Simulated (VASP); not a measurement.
Wanted: the native input for a VASP 6.6.1 run.

* Task: single point
* Functional: r2SCAN
* Potentials or basis: VASP PAW PBE potentials, release 64 (Pt)
* Cutoff: 550 eV
* k mesh: 18 × 18 × 18
* Occupations: gaussian, width 0.1 eV
* Spin: no spin polarisation
* Dipole correction: no
* Further INCAR settings: ALGO = Normal; EDIFF = 1e-06; NBANDS = 11

Pt:

```
Pt
1.0
     0.00000    1.96997    1.96997
     1.96997    0.00000    1.96997
     1.96997    1.96997    0.00000
Pt
1
Direct
  0.00000 0.00000 0.00000
```

One way to write it, as run:

POSCAR

```
Pt
1.0
    0.0000000000      1.9699682570      1.9699682570
    1.9699682570      0.0000000000      1.9699682570
    1.9699682570      1.9699682570      0.0000000000
Pt
1
Direct
    0.0000000000      0.0000000000      0.0000000000
```

INCAR.step1

```
SYSTEM = Pt
  ALGO = Normal
  EDIFF = 1E-5
  ENCUT = 550
  GGA = PE
  GGA_COMPAT = .False.
  ISMEAR = 0
  LASPH = .True.
  LCHARG = .False.
  LREAL = .False.
  LWAVE = .True.
  NBANDS = 11
  NELM = 120
  PREC = Accurate
  SIGMA = 0.1
```

INCAR.step2

```
SYSTEM = Pt
  ALGO = Normal
  EDIFF = 1E-6
  ENCUT = 550
  GGA_COMPAT = .False.
  ISIF = 2
  ISMEAR = 0
  ISTART = 1
  LASPH = .True.
  LCHARG = .True.
  LELF = .True.
  LMIXTAU = .True.
  LREAL = .False.
  LVHAR = .True.
  LWAVE = .False.
  METAGGA = R2SCAN
  NBANDS = 11
  NELM = 120
  PREC = Accurate
  SIGMA = 0.1
```

KPOINTS

```
k-points
0
Gamma
  18 18 18
  0 0 0
```

Potentials or basis: VASP PAW PBE potentials, release 64 (Pt).

Run with:

```bash
$ cat potpaw_PBE.64/Pt/POTCAR > POTCAR
$ cp INCAR.step1 INCAR
$ mpirun -np 1 vasp_std > vasp.out
$ cp INCAR.step2 INCAR
$ mpirun -np 1 vasp_std > vasp.out
```

Results of the run:

```yaml
Pressure: 0.8 GPa
Band_gap_on_the_k_mesh: zero (band 5 reaches 11.26 eV, above the bottom of band 6 at 8.94 eV)
```

Caveat: the PAW data sets were made with another functional, which shifts forces and pressure a little; spin-orbit coupling is left out, which moves the levels of the heavy elements.

Run time: 58 s on 1 thread of Intel(R) Xeon(R) Platinum 8488C (Sapphire Rapids) (shared host), peak memory 0.17 GiB.
